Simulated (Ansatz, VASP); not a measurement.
# Two plane-wave programs on Ag

```
Ag
1.0
    -1.69705    1.69705    1.73844
     1.69705   -1.69705    1.73844
     1.69705    1.69705   -1.73844
Ag
1
Direct
  0.00000 0.00000 0.00000
```

Change from the starting cell: strain +0.025 along x and y, +0.050 along z, atoms carried along.

Alike in both runs: task single point; functional LDA; k mesh 20 × 20 × 20; occupations gaussian, width 0.15 eV; no spin polarisation.

|  | VASP | Ansatz |
| --- | --- | --- |
| version | VASP 6.6.1 | Ansatz 0.2.0 |
| potentials or method | VASP PAW LDA potentials, release 64 (Ag), cutoff 520 eV | scalar-relativistic, plane waves, PAW |
| valence electrons in the cell | 11 | 19 |

```csv
,VASP,Ansatz,Ansatz less VASP
gap on the k mesh at the Fermi level (eV),none,none,-
pressure (GPa),-15.6,-15.8,-0.18
"traceless stress, the component that is largest in VASP (GPa)",0.17,0.17,-0.001
```

LDA's correlation is that of Perdew and Zunger in VASP and of Perdew and Wang (1992) in Ansatz. A gap of «none» marks a metal or a gap that the smearing closes. VASP's potentials hold 11 valence electrons a cell and Ansatz's 19, so a difference there can come from the potentials and not from the codes.
